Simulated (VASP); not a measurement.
Runs of VASP 6.6.1 on CdSe. The structure is that of space group F-43m (No. 216), or close to it. The cells are those of the table. 

| cell | gap on the mesh (eV) | pressure (GPa) | largest force (eV/Å) |
| --- | --- | --- | --- |
| a = 4.449 Å, angles 60.0°, 2 atoms | 0.28 | -4.0 | - |
| a = 4.142 Å, angles 60.0°, 2 atoms | 0.70 | (a) | - |
| a = 4.519 Å, angles 60.0°, 2 atoms | 0.19 | -5.3 | - |
| a = 4.087, b = 4.087, c = 4.200 Å, angles 60.9, 60.9, 60.0°, 2 atoms | 0.64 | 8.4 | 0.47 |
| a = 4.167, b = 4.167, c = 4.282 Å, angles 60.9, 60.9, 60.0°, 2 atoms | 0.54 | 3.8 | 0.35 |
| a = 4.113, b = 4.113, c = 4.006 Å, angles 59.1, 59.1, 60.0°, 2 atoms | 0.71 | (b) | 0.74 |
| a = 4.198, b = 4.198, c = 4.089 Å, angles 59.1, 59.1, 60.0°, 2 atoms | (c) | 8.4 | (d) |
| a = 4.280, b = 4.280, c = 4.168 Å, angles 59.1, 59.1, 60.0°, 2 atoms | 0.53 | 3.8 | 0.45 |

Alike in all rows: task single point; level PBEsol; potentials or basis VASP PAW PBE potentials, release 64 (Cd, Se); no spin polarisation; k mesh 10 × 10 × 10; cutoff (eV) 520; smearing gaussian 0.05 eV.

Question: Estimate the missing entries.

Answer: (a) 8.2; (b) 14.6; (c) 0.62; (d) 0.58.

Caveats: the PAW data sets were made with another functional, which shifts forces and pressure a little.

A k mesh can miss the band edges, and the runs leave out spin-orbit coupling on Cd, Se.
